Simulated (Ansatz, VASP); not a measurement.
# Zr: VASP beside Ansatz

```
Zr
1.0
     3.23200   -0.04848   -0.04848
    -1.65798    2.82323   -0.01774
    -0.07720   -0.07720    5.14700
Zr
2
Direct
  0.33333 0.66667 0.25000
  0.66667 0.33333 0.75000
```

Change from the starting cell: equal xy, yz and zx shear strains of -3 %, PAW files.

Alike in both runs: task electric field gradients; functional PBEsol; k mesh 13 × 13 × 7; occupations fermi-dirac, width 0.08 eV; no spin polarisation.

|  | VASP | Ansatz |
| --- | --- | --- |
| version | VASP 6.6.1 | Ansatz 0.2.0 |
| potentials or method | VASP PAW PBE potentials, release 64 (Zr_sv) | PAW with Ansatz's default frozen-core files, scalar-relativistic |
| plane-wave cutoff (eV) | 520 | 420 |
| valence electrons in the cell | 24 | 24 |

```csv
,VASP,Ansatz,Ansatz less VASP
pressure (GPa),-3.2,-3.3,-0.05
"traceless stress, the component that is largest in VASP (GPa)",1.41,1.40,-0.004
rms of the force components (eV/Å),0.036,0.036,-0.0001
size of Vzz on the site where it differs most (V/Å²),43.9,44.2,+0.26
```

VASP's potentials were made for PBE, not for PBEsol. Atom by atom the forces differ by 0.000 eV/Å (rms over components). With one functional, cell and mesh, what is left measures potentials, basis and numerics.
